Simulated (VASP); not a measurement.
# PdCl4 (P4/mmm) in VASP: further runs, part 2 of 2

VASP 6.6.1. The steps go on from the part before.

## (4) Single point, PBE (atoms taken out)

INCAR reads:

```
  ALGO = Normal
  EDIFF = 1E-6
  ENCUT = 520
  GGA = PE
  ISIF = 2
  ISMEAR = 0
  LASPH = True
  LCHARG = False
  LREAL = False
  LWAVE = False
  NBANDS = 27
  NELM = 100
  PREC = Accurate
  SIGMA = 0.1
```

KPOINTS reads:

```
k-points
0
Gamma
  10 10 6
```

POSCAR reads:

```
PdCl4
1.0
    4.2334643037      0.0000000000      0.0000000000
    0.0000000000      4.2334643037      0.0000000000
    0.0000000000      0.0000000000      7.1569369805
Pd Cl
1 4
Direct
    0.0000000000      0.0000000000      0.0000000000
    0.5000000000      0.0000000000      0.2135328469
    0.0000000000      0.5000000000      0.7864671531
    0.5000000000      0.0000000000      0.7864671531
    0.0000000000      0.5000000000      0.2135328469
```

Potentials or basis: VASP PAW PBE potentials, release 64 (Pd, Cl).

Command:

```sh
$ cat potpaw_PBE.64/Pd/POTCAR potpaw_PBE.64/Cl/POTCAR > POTCAR
$ mpirun -np 1 vasp_std > vasp.out
```

OUTCAR:

```text
EDIFF = 1E-6
   ENCUT = 520
   GGA = PE
   ISIF = 2
   ISMEAR = 0
   LASPH = True
   LREAL = False
   NELM = 100
   PREC = Accurate

 ion  position               nearest neighbor table
   1  0.000  0.000  0.000-   2 2.61   3 2.61   4 2.61   5 2.61   3 2.61   5 2.61   2 2.61   4 2.61

   2  0.500  0.000  0.214-   1 2.61   1 2.61
   3  0.000  0.500  0.786-   1 2.61   1 2.61
   4  0.500  0.000  0.786-   1 2.61   1 2.61
   5  0.000  0.500  0.214-   1 2.61   1 2.61

  LATTYP: Found a simple tetragonal cell.
 ALAT       =     4.2334643037
 C/A-ratio  =     1.6905627323

  Lattice vectors:

 A1 = (   4.2334643037,   0.0000000000,   0.0000000000)
 A2 = (   0.0000000000,   4.2334643037,   0.0000000000)
 A3 = (   0.0000000000,   0.0000000000,   7.1569369805)

Analysis of symmetry for initial positions (statically):
=====================================================================
 Subroutine PRICEL returns:
 Original cell was already a primitive cell.

 Routine SETGRP: Setting up the symmetry group for a
 simple tetragonal supercell.

 Subroutine GETGRP returns: Found 16 space group operations
 (whereof 16 operations were pure point group operations)
 out of a pool of 16 trial point group operations.

The static configuration has the point symmetry D_4h.

Analysis of symmetry for dynamics (positions and initial velocities):
=====================================================================
 Subroutine PRICEL returns:
 Original cell was already a primitive cell.

 Routine SETGRP: Setting up the symmetry group for a
 simple tetragonal supercell.

 Subroutine GETGRP returns: Found 16 space group operations
 (whereof 16 operations were pure point group operations)
 out of a pool of 16 trial point group operations.

The dynamic configuration has the point symmetry D_4h.

 Subroutine INISYM returns: Found 16 space group operations
 (whereof 16 operations are pure point group operations),
 and found     1 'primitive' translations

----------------------------------------------------------------------------------------

                                     Primitive cell

  volume of cell :     128.2682

  direct lattice vectors                    reciprocal lattice vectors
     4.233464304  0.000000000  0.000000000     0.236213165  0.000000000  0.000000000
     0.000000000  4.233464304  0.000000000     0.000000000  0.236213165  0.000000000
     0.000000000  0.000000000  7.156936981     0.000000000  0.000000000  0.139724578

  length of vectors
     4.233464304  4.233464304  7.156936981     0.236213165  0.236213165  0.139724578

  position of ions in fractional coordinates (direct lattice)
     0.000000000  0.000000000  0.000000000
     0.500000000  0.000000000  0.213532847
     0.000000000  0.500000000  0.786467153
     0.500000000  0.000000000  0.786467153
     0.000000000  0.500000000  0.213532847

  ion indices of the primitive-cell ions
   primitive index   ion index
                 1           1
                 2           2
                 3           3
                 4           4
                 5           5

----------------------------------------------------------------------------------------

 KPOINTS: k-points

Automatic generation of k-mesh.
 Grid dimensions read from file:
 generate k-points for:   10   10    6

 Generating k-lattice:

  Cartesian coordinates                     Fractional coordinates (reciprocal lattice)
     0.023621316  0.000000000  0.000000000     0.100000000  0.000000000  0.000000000
     0.000000000  0.023621316  0.000000000     0.000000000  0.100000000  0.000000000
     0.000000000  0.000000000  0.023287430     0.000000000  0.000000000  0.166666667

  Length of vectors
     0.023621316  0.023621316  0.023287430

  Shift w.r.t. Gamma in fractional coordinates (k-lattice)
     0.000000000  0.000000000  0.000000000

 Subroutine IBZKPT returns following result:
 ===========================================

 Found     84 irreducible k-points:

 Following reciprocal coordinates:
            Coordinates               Weight
  0.000000  0.000000  0.000000      1.000000
  0.100000  0.000000  0.000000      4.000000
  0.200000  0.000000  0.000000      4.000000
  0.300000  0.000000  0.000000      4.000000
  0.400000  0.000000  0.000000      4.000000
  0.500000  0.000000  0.000000      2.000000
[... 16 lines left out ...]
  0.100000  0.000000  0.166667      8.000000
  0.200000  0.000000  0.166667      8.000000
 [... further k-points ...]
   k-points           NKPTS =     84   k-points in BZ     NKDIM =     84   number of bands    NBANDS=     27
   number of dos      NEDOS =    301   number of ions     NIONS =      5
   total plane-waves  NPLWV =  55296
   dimension x,y,z NGX =    32 NGY =   32 NGZ =   54
   dimension x,y,z NGXF=    64 NGYF=   64 NGZF=  108
   ions per type =               1   4
   NGX,Y,Z   is equivalent  to a cutoff of  12.57, 12.57, 12.54 a.u.
   NGXF,Y,Z  is equivalent  to a cutoff of  25.13, 25.13, 25.09 a.u.
 SYSTEM =  unknown system
   PREC   = accura    normal or accurate (medium, high low for compatibility)
   ISTART =      0    job   : 0-new  1-cont  2-samecut
   ICHARG =      2    charge: 1-file 2-atom 10-const
   ISPIN  =      1    spin polarized calculation?
   LNONCOLLINEAR =      F non collinear calculations
   LSORBIT =      F    spin-orbit coupling
   LASPH  =      T    aspherical Exc in radial PAW
   ENCUT  =  520.0 eV  38.22 Ry    6.18 a.u.   7.87  7.87 13.31*2*pi/ulx,y,z
   NELM   =    100;   NELMIN=  2; NELMDL= -5     # of ELM steps
   EDIFF  = 0.1E-05   stopping-criterion for ELM
   LREAL  =      F    real-space projection
   EDIFFG = 0.1E-04   stopping-criterion for IOM
   NSW    =      0    number of steps for IOM
   IBRION =     -1    ionic relax: 0-MD 1-quasi-New 2-CG
   NFREE  =      0    steps in history (QN), initial steepest desc. (CG)
   ISIF   =      2    stress and relaxation
   ISYM   =      2    0-nonsym 1-usesym 2-fastsym
   POTIM  = 0.5000    time-step for ionic-motion
   TEBEG  =    0.0;   TEEND  =   0.0 temperature during run
   PSTRESS=    0.0 pullay stress
   NELECT =      38.0000    total number of electrons
   NUPDOWN=      -1.0000    fix difference up-down
   EMIN   =  10.00;   EMAX   =-10.00  energy-range for DOS
   EFERMI =   0.00;   METHOD = LEGACY
   ISMEAR =     0;   SIGMA  =   0.10  broadening in eV -4-tet -1-fermi 0-gaus
   EFERMI_NEDOS =   21; number of points for ismear=-14 and -15
   IALGO  =     38    algorithm
   IMIX   =      4    mixing-type and parameters
     AMIX     =   0.40;   BMIX     =  1.00
     AMIX_MAG =   1.60;   BMIX_MAG =  1.00
  volume/ion in A,a.u.               =      25.65       173.12
  Fermi-wavevector in a.u.,A,eV,Ry     =   1.091347  2.062348 16.205072  1.191039
  Thomas-Fermi vector in A             =   2.227591
   LORBIT       =      0    0 simple, 1 ext, 2 COOP (PROOUT), +10 PAW based schemes
   GGA     = PE    functional components
   LHFCALC =     F    Hartree Fock is set to
   AEXX    =    0.0000 exact exchange contribution
   IVDW    =     0    specifies the selected vdW correction
   LEPSILON=     F    determine dielectric tensor
   LRPA    =     F    only Hartree local field effects (RPA)
 non-spin polarized calculation
 Gauss-broadening in eV      SIGMA  =   0.10
  energy-cutoff  :      520.00
  volume of cell :      128.27
 maximum number of plane-waves:      3472
 NGX is ok and might be reduce to    32
   NGX = 15   NGY = 15   NGZ = 27

 number of electron      37.9999979 magnetization

 Free energy of the ion-electron system (eV)
  ---------------------------------------------------
  ext. energy  EPLUGINS =         0.00000000
  ---------------------------------------------------
  free energy    TOTEN  =       -11.77852467 eV

  energy without entropy =      -11.74126595  energy(sigma->0) =      -11.75989531

 E-fermi :   1.1133     XC(G=0):  -8.4078

 val. band max:        1.1101006033   @ k =   0.2000   0.0000   0.3333
 cond. band min:       1.1165106862   @ k =   0.1000   0.0000   0.0000
 fundamental gap:      0.0064100829
 Fermi energy:         1.1133365008

 k-point     1 :       0.0000    0.0000    0.0000
  band No.  band energies     occupation
      1     -14.2989      2.00000
      2     -13.7470      2.00000
      3     -12.6541      2.00000
      4     -12.1754      2.00000
      5      -3.7222      2.00000
      6      -3.7222      2.00000
[... 19 lines left out ...]
     26       9.2324      0.00000
     27      10.0229      0.00000
[... 667 lines left out ...]
      5      -3.6147      2.00000
      6      -3.3918      2.00000
[... 19 lines left out ...]
     26       9.6242      0.00000
     27      10.0792      0.00000

 [... further k-points ...]
[... 5 lines left out ...]
  --------------------------------------------------------------------------------------
  -------------------------------------------------------------------------------------
  Total       -0.1480543     -0.1480543     -0.1139230      0.0000000      0.0000000      0.0000000
  in kB       -1.8493228     -1.8493228     -1.4229934      0.0000000      0.0000000      0.0000000
  external PRESSURE =      -1.7072130 kB  Pullay stress =       0.0000000 kB

 VOLUME and BASIS-vectors are now :
 -----------------------------------------------------------------------------
  energy-cutoff  :      520.00
  volume of cell :      128.27
      direct lattice vectors                 reciprocal lattice vectors
     4.233464304  0.000000000  0.000000000     0.236213165  0.000000000  0.000000000
     0.000000000  4.233464304  0.000000000     0.000000000  0.236213165  0.000000000
     0.000000000  0.000000000  7.156936981     0.000000000  0.000000000  0.139724578

 POSITION                                       TOTAL-FORCE (eV/Angst)
 -----------------------------------------------------------------------------------
      0.00000      0.00000      0.00000        -0.000000      0.000000      0.000000
      2.11673      0.00000      1.52824         0.000000      0.000000     -0.009694
      0.00000      2.11673      5.62870        -0.000000     -0.000000      0.009694
      2.11673      0.00000      5.62870        -0.000000      0.000000      0.009694
      0.00000      2.11673      1.52824         0.000000     -0.000000     -0.009694
 -----------------------------------------------------------------------------------
    total drift:                                0.000000      0.000000      0.000000

  FREE ENERGIE OF THE ION-ELECTRON SYSTEM (eV)
  ---------------------------------------------------
  free  energy   TOTEN  =       -11.7785246695 eV

  energy  without entropy=      -11.7412659531  energy(sigma->0) =      -11.75989531
```

OSZICAR:

```text
N       E                     dE             d eps       ncg     rms          rms(c)
DAV:   1     0.268024815779E+03    0.26802E+03   -0.17097E+04  4536   0.122E+03
DAV:   2     0.702298675297E+01   -0.26100E+03   -0.25237E+03  5829   0.253E+02
DAV:   3    -0.137152285431E+02   -0.20738E+02   -0.20479E+02  5313   0.755E+01
DAV:   4    -0.140627845579E+02   -0.34756E+00   -0.34701E+00  5671   0.111E+01
DAV:   5    -0.140711520558E+02   -0.83675E-02   -0.83664E-02  5545   0.174E+00    0.156E+01
DAV:   6    -0.167754739894E+02   -0.27043E+01   -0.20383E+01  4814   0.401E+01    0.276E+01
DAV:   7    -0.124532071925E+02    0.43223E+01   -0.46802E+00  4717   0.216E+01    0.103E+01
DAV:   8    -0.119813446855E+02    0.47186E+00   -0.38550E+00  4779   0.182E+01    0.533E+00
DAV:   9    -0.118633394883E+02    0.11801E+00   -0.21005E+00  4707   0.998E+00    0.304E+00
DAV:  10    -0.117990599810E+02    0.64280E-01   -0.86978E-02  5007   0.233E+00    0.174E+00
DAV:  11    -0.117797122346E+02    0.19348E-01   -0.30386E-02  4919   0.135E+00    0.604E-01
DAV:  12    -0.117787524422E+02    0.95979E-03   -0.35673E-03  5661   0.352E-01    0.219E-01
DAV:  13    -0.117785340907E+02    0.21835E-03   -0.50215E-04  5218   0.155E-01    0.432E-02
DAV:  14    -0.117785224393E+02    0.11651E-04   -0.63952E-05  5346   0.479E-02    0.244E-02
DAV:  15    -0.117785242154E+02   -0.17761E-05   -0.54200E-06  4978   0.160E-02    0.102E-02
DAV:  16    -0.117785246695E+02   -0.45403E-06   -0.12174E-06  3688   0.742E-03
   1 F= -.11778525E+02 E0= -.11759895E+02  d E =-.372587E-01
```

Run time: 3.7 min. Hardware: 1 thread of Intel Xeon Platinum 8259CL at 2.50GHz (Skylake/Cascade Lake), shared host; peak memory 0.38 GiB.

What came out:

| Property | Result |
| --- | --- |
| Free energy | -11.7785 eV |
| Pressure | -0.2 GPa |
| Largest force | 0.010 eV/Å |
| Band gap on the k mesh | zero (bands 19 and 20 overlap by 0.43 eV) |

Forces in eV/Å, atoms in the order of the input:
```
Pd   0.000  0.000  0.000
Cl   0.000  0.000 -0.010
Cl   0.000  0.000  0.010
Cl   0.000  0.000  0.010
Cl   0.000  0.000 -0.010
```

Caveat: the cell differs from its parent crystal (atoms taken out); this functional lacks dispersion, which binds layers or chains, so the pressure and a relaxed spacing across them are unreliable.
